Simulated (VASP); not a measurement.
Set up this calculation in VASP 6.6.1, as the native input.

* Task: single point
* Functional: PBE
* Potentials or basis: VASP PAW PBE potentials, release 64 (Cr_pv, O)
* Cutoff: 600 eV
* k mesh: 24 × 24 × 24
* Occupations: fermi-dirac, width 0.0612256 eV
* Spin: no spin polarisation
* Dipole correction: no
* Further INCAR settings: ALGO = Normal; EDIFF = 1e-06; NBANDS = 53

The structure of Cr2O3 lies in POSCAR:

```
Cr2O3
1.0
    4.6479138636      0.0000000000      0.0000000000
    0.0000000000      4.6479138636      0.0000000000
    0.0000000000      0.0000000000      4.6479138636
Cr O
4 6
Direct
    0.2500000000      0.2500000000      0.2500000000
    0.7500000000      0.7500000000      0.2500000000
    0.7500000000      0.2500000000      0.7500000000
    0.2500000000      0.7500000000      0.7500000000
    0.5000000000      0.0000000000      0.0000000000
    0.0000000000      0.5000000000      0.0000000000
    0.0000000000      0.0000000000      0.5000000000
    0.5000000000      0.5000000000      0.0000000000
    0.5000000000      0.0000000000      0.5000000000
    0.0000000000      0.5000000000      0.5000000000
```

One way to write it, as run:

INCAR

```
  PREC = Accurate
  ENCUT = 600
  EDIFF = 1E-6
  ISMEAR = -1
  SIGMA = 0.06122561905347299
  LREAL = F
  LASPH = T
  NELM = 120
  ALGO = Normal
  ISIF = 2
  LWAVE = F
  LCHARG = F
  GGA = PE
  NBANDS = 53
  GGA_COMPAT = F
  KPAR = 4
```

KPOINTS

```
regular mesh
0
Gamma
  24 24 24
```

Potentials or basis: VASP PAW PBE potentials, release 64 (Cr_pv, O).

Command:

```bash
$ cat potpaw_PBE.64/Cr_pv/POTCAR potpaw_PBE.64/O/POTCAR > POTCAR
$ mpirun -np 4 vasp_std > vasp.out
```

Results of the run:

```
Pressure               : -8.0 GPa
Band gap on the k mesh : zero (bands 42 and 43 overlap by 0.17 eV)
```

Caveat: the cell stands under tension; the run has no spin polarisation, though such a crystal can be magnetic; semilocal functionals often make such compounds metallic where correlation or magnetic order opens a gap, which also shifts bond lengths.

Wall time 13 min on 4 MPI ranks on Intel(R) Xeon(R) Platinum 8375C CPU @ 2.90GHz (Ice Lake) (shared host), peak memory 1.8 GiB a rank.
